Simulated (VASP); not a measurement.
# Mg (P6_3/mmc) in VASP: notebook

Mg is run at these levels: PBEsol; tasks: single point, relaxation of cell and atoms.

All numbers are computed with VASP 6.6.1; they aren't measurements. Logs are shortened: lines on timing, memory, paths and dates and some standing lists are left out, and cuts for length are marked.

### 1 The cell of the first run

It takes space group P6_3/mmc (No. 194, hexagonal). The conventional cell has a = 3.188 Å, b = 3.188 Å, c = 5.112 Å, α = 90.00°, β = 90.00°, γ = 120.00°. Mg (site symmetry -6m2) has 12 Mg at 3.15 to 3.19 Å within 4.1 Å.

### 2 Single point, PBEsol

The input, INCAR:

```
  PREC = Accurate
  ENCUT = 600
  EDIFF = 1E-6
  ISMEAR = 0
  SIGMA = 0.1
  LREAL = False
  LASPH = True
  NELM = 120
  ALGO = Normal
  ISIF = 2
  LWAVE = False
  LCHARG = False
  GGA = PS
  NBANDS = 9
  GGA_COMPAT = False
```

The input, KPOINTS:

```
regular mesh
0
Gamma
  18 18 8
```

The input, POSCAR:

```
Mg
1.0
    3.1879806879      0.0000000000      0.0000000000
   -1.5939903439      2.7608722625      0.0000000000
    0.0000000000      0.0000000000      5.1123695181
Mg
2
Direct
    0.3333333333      0.6666666667      0.2500000000
    0.6666666667      0.3333333333      0.7500000000
```

Potentials or basis: VASP PAW PBE potentials, release 64 (Mg).

Started as:

```
$ cat potpaw_PBE.64/Mg/POTCAR > POTCAR
$ mpirun -np 1 vasp_std > vasp.out
```

OUTCAR:

```text
PREC = Accurate
   ENCUT = 600
   EDIFF = 1E-6
   ISMEAR = 0
   LREAL = False
   LASPH = True
   NELM = 120
   ISIF = 2
   GGA = PS

 ion  position               nearest neighbor table
   1  0.333  0.667  0.250-   2 3.15   2 3.15   2 3.15   2 3.15   2 3.15   2 3.15
   2  0.667  0.333  0.750-   1 3.15   1 3.15   1 3.15   1 3.15   1 3.15   1 3.15

  LATTYP: Found a hexagonal cell.
 ALAT       =     3.1879806879
 C/A-ratio  =     1.6036387979

  Lattice vectors:

 A1 = (   3.1879806879,   0.0000000000,   0.0000000000)
 A2 = (  -1.5939903439,   2.7608722625,   0.0000000000)
 A3 = (   0.0000000000,   0.0000000000,   5.1123695181)

Analysis of symmetry for initial positions (statically):
=====================================================================
 Subroutine PRICEL returns:
 Original cell was already a primitive cell.

 Routine SETGRP: Setting up the symmetry group for a
 hexagonal supercell.

 Subroutine GETGRP returns: Found 24 space group operations
 (whereof 12 operations were pure point group operations)
 out of a pool of 24 trial point group operations.

The static configuration has the point symmetry D_3d.
 The point group associated with its full space group is D_6h.

Analysis of symmetry for dynamics (positions and initial velocities):
=====================================================================
 Subroutine PRICEL returns:
 Original cell was already a primitive cell.

 Routine SETGRP: Setting up the symmetry group for a
 hexagonal supercell.

 Subroutine GETGRP returns: Found 24 space group operations
 (whereof 12 operations were pure point group operations)
 out of a pool of 24 trial point group operations.

The dynamic configuration has the point symmetry D_3d.
 The point group associated with its full space group is D_6h.

 Subroutine INISYM returns: Found 24 space group operations
 (whereof 12 operations are pure point group operations),
 and found     1 'primitive' translations

----------------------------------------------------------------------------------------

                                     Primitive cell

  volume of cell :      44.9971

  direct lattice vectors                    reciprocal lattice vectors
     3.187980688  0.000000000  0.000000000     0.313678186  0.181102185  0.000000000
    -1.593990344  2.760872262  0.000000000     0.000000000  0.362204371  0.000000000
     0.000000000  0.000000000  5.112369518     0.000000000  0.000000000  0.195604014

  length of vectors
     3.187980688  3.187980688  5.112369518     0.362204371  0.362204371  0.195604014

  position of ions in fractional coordinates (direct lattice)
     0.333333333  0.666666667  0.250000000
     0.666666667  0.333333333  0.750000000

  ion indices of the primitive-cell ions
   primitive index   ion index
                 1           1
                 2           2

----------------------------------------------------------------------------------------

 KPOINTS: regular mesh

Automatic generation of k-mesh.
 Grid dimensions read from file:
 generate k-points for:   18   18    8

 Generating k-lattice:

  Cartesian coordinates                     Fractional coordinates (reciprocal lattice)
     0.017426566  0.010061233  0.000000000     0.055555556 -0.000000000  0.000000000
     0.000000000  0.020122465  0.000000000     0.000000000  0.055555556  0.000000000
     0.000000000  0.000000000  0.024450502     0.000000000  0.000000000  0.125000000

  Length of vectors
     0.020122465  0.020122465  0.024450502

  Shift w.r.t. Gamma in fractional coordinates (k-lattice)
     0.000000000  0.000000000  0.000000000

 Subroutine IBZKPT returns following result:
 ===========================================

 Found    185 irreducible k-points:

 Following reciprocal coordinates:
            Coordinates               Weight
  0.000000  0.000000  0.000000      1.000000
  0.055556 -0.000000  0.000000      6.000000
  0.111111 -0.000000  0.000000      6.000000
  0.166667 -0.000000  0.000000      6.000000
  0.222222 -0.000000  0.000000      6.000000
  0.277778  0.000000  0.000000      6.000000
[... 16 lines left out ...]
  0.333333  0.111111  0.000000     12.000000
  0.388889  0.111111  0.000000     12.000000
 [... further k-points ...]
   k-points           NKPTS =    185   k-points in BZ     NKDIM =    185   number of bands    NBANDS=      9
   number of dos      NEDOS =    301   number of ions     NIONS =      2
   total plane-waves  NPLWV =  32928
   dimension x,y,z NGX =    28 NGY =   28 NGZ =   42
   dimension x,y,z NGXF=    56 NGYF=   56 NGZF=   84
   ions per type =               2
   NGX,Y,Z   is equivalent  to a cutoff of  14.60, 14.60, 13.66 a.u.
   NGXF,Y,Z  is equivalent  to a cutoff of  29.20, 29.20, 27.32 a.u.
 SYSTEM =  unknown system
   PREC   = accura    normal or accurate (medium, high low for compatibility)
   ISTART =      0    job   : 0-new  1-cont  2-samecut
   ICHARG =      2    charge: 1-file 2-atom 10-const
   ISPIN  =      1    spin polarized calculation?
   LNONCOLLINEAR =      F non collinear calculations
   LSORBIT =      F    spin-orbit coupling
   LASPH  =      T    aspherical Exc in radial PAW
   ENCUT  =  600.0 eV  44.10 Ry    6.64 a.u.   6.37  6.37 10.21*2*pi/ulx,y,z
   NELM   =    120;   NELMIN=  2; NELMDL= -5     # of ELM steps
   EDIFF  = 0.1E-05   stopping-criterion for ELM
   LREAL  =      F    real-space projection
   EDIFFG = 0.1E-04   stopping-criterion for IOM
   NSW    =      0    number of steps for IOM
   IBRION =     -1    ionic relax: 0-MD 1-quasi-New 2-CG
   NFREE  =      0    steps in history (QN), initial steepest desc. (CG)
   ISIF   =      2    stress and relaxation
   ISYM   =      2    0-nonsym 1-usesym 2-fastsym
   POTIM  = 0.5000    time-step for ionic-motion
   TEBEG  =    0.0;   TEEND  =   0.0 temperature during run
   PSTRESS=    0.0 pullay stress
   NELECT =       4.0000    total number of electrons
   NUPDOWN=      -1.0000    fix difference up-down
   EMIN   =  10.00;   EMAX   =-10.00  energy-range for DOS
   EFERMI =   0.00;   METHOD = LEGACY
   ISMEAR =     0;   SIGMA  =   0.10  broadening in eV -4-tet -1-fermi 0-gaus
   EFERMI_NEDOS =   21; number of points for ismear=-14 and -15
   IALGO  =     38    algorithm
   IMIX   =      4    mixing-type and parameters
     AMIX     =   0.40;   BMIX     =  1.00
     AMIX_MAG =   1.60;   BMIX_MAG =  1.00
  volume/ion in A,a.u.               =      22.50       151.83
  Fermi-wavevector in a.u.,A,eV,Ry     =   0.730634  1.380699  7.263151  0.533827
  Thomas-Fermi vector in A             =   1.822653
   LORBIT       =      0    0 simple, 1 ext, 2 COOP (PROOUT), +10 PAW based schemes
   GGA     = PS    functional components
   LHFCALC =     F    Hartree Fock is set to
   AEXX    =    0.0000 exact exchange contribution
   IVDW    =     0    specifies the selected vdW correction
   LEPSILON=     F    determine dielectric tensor
   LRPA    =     F    only Hartree local field effects (RPA)
 non-spin polarized calculation
 Gauss-broadening in eV      SIGMA  =   0.10
  energy-cutoff  :      600.00
  volume of cell :       45.00
 maximum number of plane-waves:      1526
 NGX is ok and might be reduce to    28
   NGX = 13   NGY = 13   NGZ = 21

 number of electron       4.0000000 magnetization

 Free energy of the ion-electron system (eV)
  ---------------------------------------------------
  ext. energy  EPLUGINS =         0.00000000
  ---------------------------------------------------
  free energy    TOTEN  =        -3.45095488 eV

  energy without entropy =       -3.44650922  energy(sigma->0) =       -3.44873205

 E-fermi :   2.7067     XC(G=0):  -8.5970

 val. band max:        2.6882877401   @ k =   0.3889  -0.0000   0.0000
 cond. band min:       2.7070427188   @ k =   0.3889   0.1111   0.3750
 fundamental gap:      0.0187549787
 Fermi energy:         2.7066520589

 k-point     1 :       0.0000    0.0000    0.0000
  band No.  band energies     occupation
      1      -4.3191      2.00000
      2       1.0442      2.00000
      3       1.5755      2.00000
      4      13.6084      0.00000
      5      13.6084      0.00000
      6      13.7375      0.00000
      7      13.7375      0.00000
      8      14.6873      0.00000
      9      16.1878      0.00000

 k-point     2 :       0.0556   -0.0000    0.0000
  band No.  band energies     occupation
      1      -4.2580      2.00000
      2       1.0998      2.00000
      3       1.6347      2.00000
      4      12.1956      0.00000
      5      12.8065      0.00000
      6      13.6064      0.00000
      7      14.6270      0.00000
      8      15.3840      0.00000
      9      16.8630      0.00000

 k-point     3 :       0.1111   -0.0000    0.0000
  band No.  band energies     occupation
      1      -4.0750      2.00000
      2       1.2666      2.00000
      3       1.8113      2.00000
      4      10.4846      0.00000
      5      12.0424      0.00000
      6      12.8531      0.00000
      7      15.2691      0.00000
      8      15.6083      0.00000
      9      15.6183      0.00000

 k-point     4 :       0.1667   -0.0000    0.0000
  band No.  band energies     occupation
      1      -3.7707      2.00000
      2       1.5447      2.00000
      3       2.1017      2.00000
      4       8.8112      0.00000
      5      11.3795      0.00000
      6      12.0261      0.00000
      7      13.6144      0.00000
      8      14.6864      0.00000
      9      16.0241      0.00000
[... 205 lines left out ...]
 k-point    22 :       0.2778    0.1111    0.0000
  band No.  band energies     occupation
      1      -1.9659      2.00000
      2       3.2165      0.00000
      3       3.4898      0.00000
      4       4.7611      0.00000
      5       7.4369      0.00000
      6       9.2770      0.00000
      7      10.3358      0.00000
      8      12.3601      0.00000
      9      13.3342      0.00000

 k-point    23 :       0.3333    0.1111    0.0000
  band No.  band energies     occupation
      1      -1.1949      2.00000
      2       2.8550      0.03591
      3       3.9414      0.00000
      4       4.7863      0.00000
      5       7.0778      0.00000
      6       7.9940      0.00000
      7       9.2739      0.00000
      8      12.0668      0.00000
      9      13.0934      0.00000

 k-point    24 :       0.3889    0.1111    0.0000
  band No.  band energies     occupation
      1      -0.3143      2.00000
      2       1.7455      2.00000
      3       4.7742      0.00000
      4       5.4373      0.00000
      5       6.7063      0.00000
      6       6.8242      0.00000
      7       8.4634      0.00000
      8      11.8920      0.00000
      9      12.9464      0.00000

 [... further k-points ...]
[... 5 lines left out ...]
  --------------------------------------------------------------------------------------
  -------------------------------------------------------------------------------------
  Total       -0.0136097     -0.0136097     -0.0121633     -0.0000000      0.0000000     -0.0000000
  in kB       -0.4845896     -0.4845896     -0.4330897     -0.0000000      0.0000000     -0.0000000
  external PRESSURE =      -0.4674230 kB  Pullay stress =       0.0000000 kB

 VOLUME and BASIS-vectors are now :
 -----------------------------------------------------------------------------
  energy-cutoff  :      600.00
  volume of cell :       45.00
      direct lattice vectors                 reciprocal lattice vectors
     3.187980688  0.000000000  0.000000000     0.313678186  0.181102185  0.000000000
    -1.593990344  2.760872262  0.000000000     0.000000000  0.362204371  0.000000000
     0.000000000  0.000000000  5.112369518     0.000000000  0.000000000  0.195604014

 POSITION                                       TOTAL-FORCE (eV/Angst)
 -----------------------------------------------------------------------------------
     -0.00000      1.84058      1.27809         0.000000     -0.000000      0.000000
      1.59399      0.92029      3.83428        -0.000000      0.000000      0.000000
 -----------------------------------------------------------------------------------
    total drift:                                0.000000     -0.000000      0.000000

  FREE ENERGIE OF THE ION-ELECTRON SYSTEM (eV)
  ---------------------------------------------------
  free  energy   TOTEN  =        -3.4509548751 eV

  energy  without entropy=       -3.4465092189  energy(sigma->0) =       -3.44873205
```

Wall time 34 s (1 thread of Intel Xeon 8259CL, shared host); peak memory 0.21 GiB.

What came out:

| Quantity | Value |
| --- | --- |
| Free energy | -3.4510 eV |
| Pressure | 0.0 GPa |
| Band gap on the k mesh | zero (bands 2 and 3 overlap by 2.14 eV) |

Levels at points of the mesh, in eV from the Fermi level:
| k point | band 1 | band 2 | band 3 | band 4 | band 5 | band 6 | band 7 |
| --- | --- | --- | --- | --- | --- | --- | --- |
| (0.00, 0.00, 0.00) | -7.03 | -1.66 | -1.13 | 10.90 | 10.90 | 11.03 | 11.03 |
| (0.50, 0.00, 0.00) | -2.22 | -2.20 | 2.70 | 3.04 | 3.41 | 3.79 | 6.84 |
| (0.00, 0.00, 0.50) | -5.59 | -5.59 | 5.27 | 5.27 | 11.66 | 11.66 | 11.66 |
| (0.50, 0.00, 0.50) | -1.15 | -1.15 | -0.47 | -0.47 | 8.04 | 8.04 | 8.09 |

Caveat: the PAW data sets were made with another functional, which shifts forces and pressure a little.

### 3 Relaxation of cell and atoms, PBEsol

This run uses another cell than the first one, of 22.93 Å³/atom.

The input, INCAR:

```
ALGO     = Normal         # electronic algorithm
EDIFF    = 1E-7           # SCF threshold, eV
EDIFFG   = -0.005         # ionic threshold
ENCUT    = 600            # plane-wave cutoff, eV
GGA      = PS             # functional
GGA_COMPAT= F            
IBRION   = 2              # ionic algorithm
ISIF     = 3              # what is computed and relaxed
ISMEAR   = 0              # smearing method
LASPH    = T              # aspherical terms in the spheres
LCHARG   = F              # write CHGCAR
LREAL    = F              # projectors in reciprocal space
LWAVE    = F              # write WAVECAR
NELM     = 120            # most SCF steps
NELMIN   = 4            
NSW      = 70             # ionic steps
PREC     = Accurate       # precision mode
SIGMA    = 0.1            # smearing width, eV
```

The input, KPOINTS:

```
k-points
0
Gamma
  18 18 8
```

The input, POSCAR:

```
Mg
1.0
    3.2084666623      0.0000000000      0.0000000000
   -1.6042333311      2.7786136367      0.0000000000
    0.0000000000      0.0000000000      5.1442217542
Mg
2
Direct
    0.3333333333      0.6666666667      0.2500000000
    0.6666666667      0.3333333333      0.7500000000
```

Potentials or basis: VASP PAW PBE potentials, release 64 (Mg).

Started as:

```
$ cat potpaw_PBE.64/Mg/POTCAR > POTCAR
$ mpirun -np 1 vasp_std > vasp.out
```

OUTCAR:

```text
EDIFF = 1E-7
   EDIFFG = -0.005
   ENCUT = 600
   GGA = PS
   IBRION = 2
   ISIF = 3
   ISMEAR = 0
   LASPH = T
   LREAL = F
   NELM = 120
   NELMIN = 4
   NSW = 70
   PREC = Accurate

 ion  position               nearest neighbor table
   1  0.333  0.667  0.250-   2 3.17   2 3.17   2 3.17   2 3.17   2 3.17   2 3.17
   2  0.667  0.333  0.750-   1 3.17   1 3.17   1 3.17   1 3.17   1 3.17   1 3.17

  LATTYP: Found a hexagonal cell.
 ALAT       =     3.2084666623
 C/A-ratio  =     1.6033271639

  Lattice vectors:

 A1 = (   3.2084666623,   0.0000000000,   0.0000000000)
 A2 = (  -1.6042333311,   2.7786136367,   0.0000000000)
 A3 = (   0.0000000000,   0.0000000000,   5.1442217542)

Analysis of symmetry for initial positions (statically):
=====================================================================
 Subroutine PRICEL returns:
 Original cell was already a primitive cell.
[... 259 lines left out ...]
 cond. band min:       2.7126543479   @ k =   0.3889   0.1111   0.3750
 fundamental gap:      0.0196408359
 Fermi energy:         2.7126134250

 k-point     1 :       0.0000    0.0000    0.0000
  band No.  band energies     occupation
      1      -4.3181      2.00000
      2       1.0495      2.00000
      3       1.5836      2.00000
      4      13.6182      0.00000
      5      13.6182      0.00000
      6      13.7489      0.00000
[... 199 lines left out ...]
 k-point    24 :       0.3889    0.1111    0.0000
  band No.  band energies     occupation
      1      -0.3111      2.00000
      2       1.7497      2.00000
      3       4.7813      0.00000
      4       5.4465      0.00000
      5       6.7147      0.00000
      6       6.8321      0.00000

 [... further k-points ...]

------------------------ aborting loop because EDIFF is reached ----------------------------------------

  FORCE on cell =-STRESS in cart. coord.  units (eV):
  Direction    XX          YY          ZZ          XY          YZ          ZX
  --------------------------------------------------------------------------------------
  -------------------------------------------------------------------------------------
  Total       -0.0031449     -0.0031449      0.0020962     -0.0000000     -0.0000000      0.0000000
  in kB       -0.1121009     -0.1121009      0.0747200     -0.0000000     -0.0000000      0.0000000
  external PRESSURE =      -0.0498273 kB  Pullay stress =       0.0000000 kB
[... 17 lines left out ...]
  FREE ENERGIE OF THE ION-ELECTRON SYSTEM (eV)
  ---------------------------------------------------
  free  energy   TOTEN  =        -3.4509748143 eV

  energy  without entropy=       -3.4465437952  energy(sigma->0) =       -3.44875930

 reached required accuracy - stopping structural energy minimisation
```

CONTCAR:

```text
Mg
   1.00000000000000
     3.1870513837565286   -0.0000000000003854    0.0000000000000000
    -1.5935256918289318    2.7600674614533727    0.0000000000000000
     0.0000000000000000    0.0000000000000000    5.1096905822876408
  Mg
     2
Direct
     0.3333333332999970    0.6666666667000030    0.2500000000000000
     0.6666666667000030    0.3333333332999970    0.7500000000000000

  0.00000000E+00  0.00000000E+00  0.00000000E+00
  0.00000000E+00  0.00000000E+00  0.00000000E+00
```

It took 51 s on 1 thread of Intel Xeon 8259CL, shared host; peak memory 0.2 GiB.

What came out:

```
Free energy                           : -3.4510 eV
Relaxed volume                        : 22.47 Å³/atom
Relaxed cell                          : a = 3.187 Å, b = 3.187 Å, c = 5.110 Å, α = 90.00°, β = 90.00°, γ = 120.00°
Space group after relaxing (to 0.1 Å) : P6_3/mmc (No. 194)
Energy gained by relaxing             : 1.1 meV/atom
Ionic steps                           : 3
Pressure after relaxing               : 0.0 GPa
Band gap on the k mesh                : zero (bands 2 and 3 overlap by 2.14 eV)
```

The path:
```tsv
step	energy change (eV)	largest force (eV/Å)	pressure (GPa)	volume (Å³)
1	0.0000	0.0000	-0.74	45.86
2	-0.0020	0.0000	-0.19	45.17
3	-0.0022	0.0000	0.00	44.95
```

Final structure:
```cif
data_structure
_symmetry_space_group_name_H-M 'P 1'
_symmetry_Int_Tables_number 1
_cell_length_a 3.1871
_cell_length_b 3.1871
_cell_length_c 5.1097
_cell_angle_alpha 90.000
_cell_angle_beta 90.000
_cell_angle_gamma 120.000
_cell_volume 44.95
loop_
_atom_site_label
_atom_site_type_symbol
_atom_site_fract_x
_atom_site_fract_y
_atom_site_fract_z
_atom_site_occupancy
Mg1 Mg 0.33333 0.66667 0.25000 1
Mg2 Mg 0.66667 0.33333 0.75000 1
```

Levels at points of the mesh, in eV from the Fermi level:
| k point | band 1 | band 2 | band 3 | band 4 | band 5 | band 6 |
| --- | --- | --- | --- | --- | --- | --- |
| (0.00, 0.00, 0.00) | -7.03 | -1.66 | -1.13 | 10.91 | 10.91 | 11.04 |
| (0.50, 0.00, 0.00) | -2.22 | -2.20 | 2.70 | 3.04 | 3.41 | 3.79 |
| (0.00, 0.00, 0.50) | -5.60 | -5.60 | 5.28 | 5.28 | 11.67 | 11.67 |
| (0.50, 0.00, 0.50) | -1.15 | -1.15 | -0.47 | -0.47 | 8.05 | 8.05 |

Caveat: the PAW data sets were made with another functional, which shifts forces and pressure a little.
